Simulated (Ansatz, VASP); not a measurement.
**Two plane-wave programs on Ni**

File INCAR:

```
SYSTEM = Ni
PREC = Accurate
ENCUT = 520
EDIFF = 1E-6
ISMEAR = 0
SIGMA = 0.03
LREAL = .False.
LASPH = .True.
NELM = 150
ALGO = Normal
ISIF = 2
LWAVE = .False.
LCHARG = .False.
ISPIN = 2
MAGMOM = 0.607
LORBIT = 11
LMAXMIX = 4
NBANDS = 15
```

Contents of KPOINTS:

```
Automatic mesh
0
Gamma
  16 16 16
  0 0 0
```

The input POSCAR:

```
Ni
1.0
    0.0000000000      1.7124646296      1.7124646296
    1.7124646296      0.0000000000      1.7124646296
    1.7124646296      1.7124646296      0.0000000000
Ni
1
Direct
    0.0000000000      0.0000000000      0.0000000000
```

Input for Ansatz:

```yaml
crystal:
  lattice:
    - [0.0, 1.7124646296, 1.7124646296]
    - [1.7124646296, 0.0, 1.7124646296]
    - [1.7124646296, 1.7124646296, 0.0]
  atoms:
    - { symbol: Ni, position: [0.0, 0.0, 0.0], spin: 0.607 }
hamiltonian:
  xc: lda
  pseudopotentials:
    kind: paw
    azcp:
      Ni: "pseudopotentials/Ni.paw.azcp"
basis:
  ecutwfc: 420
  fft_grid_basis: typed
kpoints:
  mp_grid: { grid: [16, 16, 16], shift: [0, 0, 0] }
magnetization:
  spin_polarized: true
scf:
  occupations: { method: gaussian, width: 0.03 }
  lower_state_search: "off"
output:
  stress: true
  write_density: true
  write_potential: true
  elf: true
  volumetric_format: npy
```

Alike in both runs: task single point; functional LDA; k mesh 16 × 16 × 16; occupations gaussian, width 0.03 eV; collinear spin.

|  | VASP | Ansatz |
| --- | --- | --- |
| version | VASP 6.6.1 | Ansatz 0.2.0 |
| potentials or method | VASP PAW LDA potentials, release 64 (Ni), cutoff 520 eV | plane waves (420 eV) with PAW, scalar-relativistic |
| valence electrons in the cell | 10 | 18 |

```tsv
	VASP	Ansatz	Ansatz less VASP
pressure (GPa)	-0.7	-0.6	+0.07
net moment per atom (μB)	0.57	0.57	+0.002
size of the moment on the site where the two differ most (μB)	0.57	0.60	+0.028
```

Ansatz warns that its potentials were made for another functional, while VASP's fit it. LDA's correlation is that of Perdew and Zunger in VASP and of Perdew and Wang (1992) in Ansatz. Site moments also hang on the region over which each program counts them. VASP's potentials hold 10 valence electrons a cell and Ansatz's 18, so a difference there can come from the potentials and not from the codes.
